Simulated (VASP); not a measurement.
Fe, 1 atom in the cell. The structure is orthorhombic, space group Fmmm (No. 69). The conventional cell has a = 2.997 Å, b = 3.883 Å, c = 3.930 Å, α = 90.00°, β = 90.00°, γ = 90.00°. Fe (site symmetry mmm) has 14 Fe at 2.45 to 3.00 Å within 3.2 Å. 

- Program: VASP 6.6.1
- Task: single point
- Functional: PBE
- Potentials or basis: VASP PAW PBE potentials, release 64 (Fe)
- Cutoff: 520 eV
- k mesh: 13 × 13 × 13
- Occupations: fermi-dirac, width 0.05 eV
- Spin: collinear spin, ferromagnetic start
- Starting moments: [4.5] μB
- Dipole correction: no
- Further INCAR settings: ALGO = Fast; EDIFF = 1e-06; NBANDS = 14

Potentials or basis: VASP PAW PBE potentials, release 64 (Fe).

Run with:

```bash
$ cat potpaw_PBE.64/Fe/POTCAR > POTCAR
$ mpirun -np 1 vasp_std > vasp.out
```

Hardware: 1 thread of AMD EPYC 7R13, on a shared host.

Q: How long does it take, and how much memory?

A: It took 3.6 min on 1 thread of AMD EPYC 7R13 (shared host), peak memory 0.17 GiB. Counts: scf iterations 13, k points 343.
